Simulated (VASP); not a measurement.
# Ge (Fd-3m) in VASP: further runs

Ge is run at these levels: PBEsol; tasks: electric field gradients.

Everything below comes from runs of VASP 6.6.1. Logs are shortened: lines on timing, memory, paths and dates and some standing lists are left out, and cuts for length are marked.

## Step 1: The cell of the first run

Symmetry: Fd-3m, No. 227, cubic system. Conventional cell: a = 5.542 Å, b = 5.542 Å, c = 5.542 Å, α = 90.00°, β = 90.00°, γ = 90.00°. Within 3.2 Å of Ge (site symmetry -43m) lie 4 Ge at 2.40 Å.

## Step 2: Electric field gradients, PBEsol (21.28 Å³/atom)

INCAR reads:

```
SYSTEM = Ge
  PREC = Accurate
  ENCUT = 520
  EDIFF = 1E-8
  ISMEAR = -1
  SIGMA = 0.05
  LREAL = .False.
  LASPH = .True.
  NELM = 100
  ALGO = Normal
  ISIF = 2
  LWAVE = .False.
  LCHARG = .False.
  GGA = PS
  LEFG = .True.
  NBANDS = 21
```

KPOINTS reads:

```
regular mesh
0
Gamma
  11 11 11
  0 0 0
```

POSCAR reads:

```
Ge
1.0
    0.0000000000      2.7710237968      2.7710237968
    2.7710237968      0.0000000000      2.7710237968
    2.7710237968      2.7710237968      0.0000000000
Ge
2
Direct
    0.5000000000      0.5000000000      0.5000000000
    0.7500000000      0.7500000000      0.7500000000
```

Potentials or basis: VASP PAW PBE potentials, release 64 (Ge_d).

Started as:

```sh
cat potpaw_PBE.64/Ge_d/POTCAR > POTCAR
mpirun -np 1 vasp_std > vasp.out
```

OUTCAR:

```text
SYSTEM = Ge
   PREC = Accurate
   ENCUT = 520
   EDIFF = 1E-8
   ISMEAR = -1
   LREAL = .False.
   LASPH = .True.
   NELM = 100
   ISIF = 2
   GGA = PS

 ion  position               nearest neighbor table
   1  0.500  0.500  0.500-   2 2.40   2 2.40   2 2.40   2 2.40
   2  0.750  0.750  0.750-   1 2.40   1 2.40   1 2.40   1 2.40

  LATTYP: Found a face centered cubic cell.
 ALAT       =     5.5420475936

  Lattice vectors:

 A1 = (   0.0000000000,   2.7710237968,   2.7710237968)
 A2 = (   2.7710237968,   0.0000000000,   2.7710237968)
 A3 = (   2.7710237968,   2.7710237968,   0.0000000000)

Analysis of symmetry for initial positions (statically):
=====================================================================
 Subroutine PRICEL returns:
 Original cell was already a primitive cell.

 Routine SETGRP: Setting up the symmetry group for a
 face centered cubic supercell.

 Subroutine GETGRP returns: Found 48 space group operations
 (whereof 24 operations were pure point group operations)
 out of a pool of 48 trial point group operations.

The static configuration has the point symmetry T_d .
 The point group associated with its full space group is O_h .

Analysis of symmetry for dynamics (positions and initial velocities):
=====================================================================
 Subroutine PRICEL returns:
 Original cell was already a primitive cell.

 Routine SETGRP: Setting up the symmetry group for a
 face centered cubic supercell.

 Subroutine GETGRP returns: Found 48 space group operations
 (whereof 24 operations were pure point group operations)
 out of a pool of 48 trial point group operations.

The dynamic configuration has the point symmetry T_d .
 The point group associated with its full space group is O_h .

 Subroutine INISYM returns: Found 48 space group operations
 (whereof 24 operations are pure point group operations),
 and found     1 'primitive' translations

----------------------------------------------------------------------------------------

                                     Primitive cell

  volume of cell :      42.5550

  direct lattice vectors                    reciprocal lattice vectors
     0.000000000  2.771023797  2.771023797    -0.180438725  0.180438725  0.180438725
     2.771023797  0.000000000  2.771023797     0.180438725 -0.180438725  0.180438725
     2.771023797  2.771023797  0.000000000     0.180438725  0.180438725 -0.180438725

  length of vectors
     3.918819435  3.918819435  3.918819435     0.312529039  0.312529039  0.312529039

  position of ions in fractional coordinates (direct lattice)
     0.500000000  0.500000000  0.500000000
     0.750000000  0.750000000  0.750000000

  ion indices of the primitive-cell ions
   primitive index   ion index
                 1           1
                 2           2

----------------------------------------------------------------------------------------

 KPOINTS: regular mesh

Automatic generation of k-mesh.
 Grid dimensions read from file:
 generate k-points for:   11   11   11

 Generating k-lattice:

  Cartesian coordinates                     Fractional coordinates (reciprocal lattice)
    -0.016403520  0.016403520  0.016403520     0.090909091  0.000000000  0.000000000
     0.016403520 -0.016403520  0.016403520     0.000000000  0.090909091  0.000000000
     0.016403520  0.016403520 -0.016403520     0.000000000  0.000000000  0.090909091

  Length of vectors
     0.028411731  0.028411731  0.028411731

  Shift w.r.t. Gamma in fractional coordinates (k-lattice)
     0.000000000  0.000000000  0.000000000

 Subroutine IBZKPT returns following result:
 ===========================================

 Found     56 irreducible k-points:

 Following reciprocal coordinates:
            Coordinates               Weight
  0.000000  0.000000  0.000000      1.000000
  0.090909  0.000000  0.000000      8.000000
  0.181818  0.000000  0.000000      8.000000
  0.272727  0.000000  0.000000      8.000000
  0.363636  0.000000  0.000000      8.000000
  0.454545  0.000000  0.000000      8.000000
[... 16 lines left out ...]
 -0.272727  0.181818  0.000000     24.000000
 -0.181818  0.181818  0.000000     12.000000
 [... further k-points ...]
   k-points           NKPTS =     56   k-points in BZ     NKDIM =     56   number of bands    NBANDS=     21
   number of dos      NEDOS =    301   number of ions     NIONS =      2
   total plane-waves  NPLWV =  27000
   dimension x,y,z NGX =    30 NGY =   30 NGZ =   30
   dimension x,y,z NGXF=    60 NGYF=   60 NGZF=   60
   ions per type =               2
   NGX,Y,Z   is equivalent  to a cutoff of  12.73, 12.73, 12.73 a.u.
   NGXF,Y,Z  is equivalent  to a cutoff of  25.45, 25.45, 25.45 a.u.
 SYSTEM =  Ge
   PREC   = accura    normal or accurate (medium, high low for compatibility)
   ISTART =      0    job   : 0-new  1-cont  2-samecut
   ICHARG =      2    charge: 1-file 2-atom 10-const
   ISPIN  =      1    spin polarized calculation?
   LNONCOLLINEAR =      F non collinear calculations
   LSORBIT =      F    spin-orbit coupling
   LASPH  =      T    aspherical Exc in radial PAW
   ENCUT  =  520.0 eV  38.22 Ry    6.18 a.u.   7.29  7.29  7.29*2*pi/ulx,y,z
   NELM   =    100;   NELMIN=  2; NELMDL= -5     # of ELM steps
   EDIFF  = 0.1E-07   stopping-criterion for ELM
   LREAL  =      F    real-space projection
   EDIFFG = 0.1E-06   stopping-criterion for IOM
   NSW    =      0    number of steps for IOM
   IBRION =     -1    ionic relax: 0-MD 1-quasi-New 2-CG
   NFREE  =      0    steps in history (QN), initial steepest desc. (CG)
   ISIF   =      2    stress and relaxation
   ISYM   =      2    0-nonsym 1-usesym 2-fastsym
   POTIM  = 0.5000    time-step for ionic-motion
   TEBEG  =    0.0;   TEEND  =   0.0 temperature during run
   PSTRESS=    0.0 pullay stress
   NELECT =      28.0000    total number of electrons
   NUPDOWN=      -1.0000    fix difference up-down
   EMIN   =  10.00;   EMAX   =-10.00  energy-range for DOS
   EFERMI =   0.00;   METHOD = LEGACY
   ISMEAR =    -1;   SIGMA  =   0.05  broadening in eV -4-tet -1-fermi 0-gaus
   EFERMI_NEDOS =   21; number of points for ismear=-14 and -15
   IALGO  =     38    algorithm
   IMIX   =      4    mixing-type and parameters
     AMIX     =   0.40;   BMIX     =  1.00
     AMIX_MAG =   1.60;   BMIX_MAG =  1.00
  volume/ion in A,a.u.               =      21.28       143.59
  Fermi-wavevector in a.u.,A,eV,Ry     =   1.423893  2.690767 27.585409  2.027470
  Thomas-Fermi vector in A             =   2.544442
   LORBIT       =      0    0 simple, 1 ext, 2 COOP (PROOUT), +10 PAW based schemes
   GGA     = PS    functional components
   LHFCALC =     F    Hartree Fock is set to
   AEXX    =    0.0000 exact exchange contribution
   IVDW    =     0    specifies the selected vdW correction
   LEPSILON=     F    determine dielectric tensor
   LRPA    =     F    only Hartree local field effects (RPA)
 non-spin polarized calculation
  energy-cutoff  :      520.00
  volume of cell :       42.56
 maximum number of plane-waves:      1167
 NGX is ok and might be reduce to    30
   NGX = 15   NGY = 15   NGZ = 15

 number of electron      27.9999991 magnetization

 Free energy of the ion-electron system (eV)
  ---------------------------------------------------
  ext. energy  EPLUGINS =         0.00000000
  ---------------------------------------------------
  free energy    TOTEN  =        -9.82152273 eV

  energy without entropy =       -9.82137748  energy(sigma->0) =       -9.82145011

 E-fermi :   5.6257     XC(G=0): -10.4264

 val. band max:        5.4857789354   @ k =   0.0000   0.0000   0.0000
 cond. band min:       5.8230345703   @ k =   0.4545   0.0000   0.0000
 fundamental gap:      0.3372556349
 Fermi energy:         5.6257243067

 k-point     1 :       0.0000    0.0000    0.0000
  band No.  band energies     occupation
      1     -19.3760      2.00000
      2     -19.3760      2.00000
      3     -19.3760      2.00000
      4     -19.3342      2.00000
      5     -19.3342      2.00000
      6     -19.0859      2.00000
[... 13 lines left out ...]
     20      15.1378      0.00000
     21      15.1378      0.00000

 k-point     2 :       0.0909    0.0000    0.0000
  band No.  band energies     occupation
      1     -19.3819      2.00000
      2     -19.3819      2.00000
      3     -19.3744      2.00000
      4     -19.3261      2.00000
      5     -19.3261      2.00000
      6     -19.0938      2.00000
[... 13 lines left out ...]
     20      14.4098      0.00000
     21      14.4098      0.00000

 k-point     3 :       0.1818    0.0000    0.0000
  band No.  band energies     occupation
      1     -19.3917      2.00000
      2     -19.3917      2.00000
      3     -19.3702      2.00000
      4     -19.3107      2.00000
      5     -19.3107      2.00000
      6     -19.1062      2.00000
[... 13 lines left out ...]
     20      13.8228      0.00000
     21      13.8228      0.00000

 k-point     4 :       0.2727    0.0000    0.0000
  band No.  band energies     occupation
      1     -19.3990      2.00000
      2     -19.3990      2.00000
      3     -19.3646      2.00000
      4     -19.2971      2.00000
      5     -19.2971      2.00000
      6     -19.1160      2.00000
[... 13 lines left out ...]
     20      13.9925      0.00000
     21      13.9925      0.00000

 k-point     5 :       0.3636    0.0000    0.0000
  band No.  band energies     occupation
      1     -19.4028      2.00000
      2     -19.4028      2.00000
      3     -19.3594      2.00000
      4     -19.2887      2.00000
      5     -19.2887      2.00000
      6     -19.1213      2.00000
[... 13 lines left out ...]
     20      14.9810      0.00000
     21      14.9810      0.00000
[... 382 lines left out ...]
     20      16.0952      0.00000
     21      16.3311      0.00000

 k-point    22 :      -0.3636    0.1818    0.0000
  band No.  band energies     occupation
      1     -19.4246      2.00000
      2     -19.4134      2.00000
      3     -19.3267      2.00000
      4     -19.2748      2.00000
      5     -19.2550      2.00000
      6     -19.1539      2.00000
[... 13 lines left out ...]
     20      14.3694      0.00000
     21      16.3653      0.00000

 k-point    23 :      -0.2727    0.1818    0.0000
  band No.  band energies     occupation
      1     -19.4167      2.00000
      2     -19.4131      2.00000
      3     -19.3351      2.00000
      4     -19.2892      2.00000
      5     -19.2596      2.00000
      6     -19.1536      2.00000
[... 13 lines left out ...]
     20      15.2435      0.00000
     21      17.2800      0.00000

 k-point    24 :      -0.1818    0.1818    0.0000
  band No.  band energies     occupation
      1     -19.4089      2.00000
      2     -19.4049      2.00000
      3     -19.3517      2.00000
      4     -19.2995      2.00000
      5     -19.2747      2.00000
      6     -19.1423      2.00000
[... 13 lines left out ...]
     20      15.2772      0.00000
     21      15.6121      0.00000

 [... further k-points ...]

------------------------ aborting loop because EDIFF is reached ----------------------------------------

  FORCE on cell =-STRESS in cart. coord.  units (eV):
  Direction    XX          YY          ZZ          XY          YZ          ZX
  --------------------------------------------------------------------------------------
  -------------------------------------------------------------------------------------
  Total        1.4930600      1.4930600      1.4930600      0.0000000      0.0000000      0.0000000
  in kB       56.2130422     56.2130422     56.2130422      0.0000000      0.0000000      0.0000000
  external PRESSURE =      56.2130422 kB  Pullay stress =       0.0000000 kB

 VOLUME and BASIS-vectors are now :
 -----------------------------------------------------------------------------
  energy-cutoff  :      520.00
  volume of cell :       42.56
      direct lattice vectors                 reciprocal lattice vectors
     0.000000000  2.771023797  2.771023797    -0.180438725  0.180438725  0.180438725
     2.771023797  0.000000000  2.771023797     0.180438725 -0.180438725  0.180438725
     2.771023797  2.771023797  0.000000000     0.180438725  0.180438725 -0.180438725

 POSITION                                       TOTAL-FORCE (eV/Angst)
 -----------------------------------------------------------------------------------
      2.77102      2.77102      2.77102         0.000000      0.000000     -0.000000
      4.15654      4.15654      4.15654        -0.000000     -0.000000      0.000000
 -----------------------------------------------------------------------------------
    total drift:                                0.000000     -0.000000     -0.000000

  FREE ENERGIE OF THE ION-ELECTRON SYSTEM (eV)
  ---------------------------------------------------
  free  energy   TOTEN  =        -9.8215227341 eV

  energy  without entropy=       -9.8213774774  energy(sigma->0) =       -9.82145011

 Electric field gradients (V/A^2)
---------------------------------------------------------------------
 ion       V_xx      V_yy      V_zz      V_xy      V_xz      V_yz
---------------------------------------------------------------------
   1       0.000    -0.000    -0.000    -0.000    -0.000    -0.000
   2       0.000    -0.000    -0.000    -0.000    -0.000    -0.000
---------------------------------------------------------------------

 Electric field gradients after diagonalization (V/A^2)
 (convention: |V_zz| > |V_xx| > |V_yy|)
----------------------------------------------------------------------
 ion       V_xx      V_yy      V_zz     asymmetry (V_yy - V_xx)/ V_zz
----------------------------------------------------------------------
   1       0.000     0.000    -0.000       0.000
   2       0.000     0.000    -0.000       0.000
----------------------------------------------------------------------

           NMR quadrupolar parameters

 Cq : quadrupolar parameter    Cq=e*Q*V_zz/h
 eta: asymmetry parameters     (V_yy - V_xx)/ V_zz
 Q  : nuclear electric quadrupole moment in mb (millibarn)
----------------------------------------------------------------------
 ion       Cq(MHz)       eta       Q (mb)
----------------------------------------------------------------------
   1      -0.000       0.000       1.000
   2      -0.000       0.000       1.000
----------------------------------------------------------------------
```

It took 66 s on 1 thread of Intel Xeon 8259CL, shared host; peak memory 0.19 GiB.

What came out:

```yaml
Free_energy: -9.8215 eV
Pressure: 5.6 GPa
Band_gap_on_the_k_mesh: 0.34 eV (least direct gap 0.57 eV)
Largest_electric_field_gradient_by_atom: zero within the noise of the run
```

Caveat: the cell stands under pressure; the PAW data sets were made with another functional, which shifts forces and pressure a little; an odd mesh through Γ misses points on the zone boundary, where band edges can lie.

(Continued in part 2 of 2.)
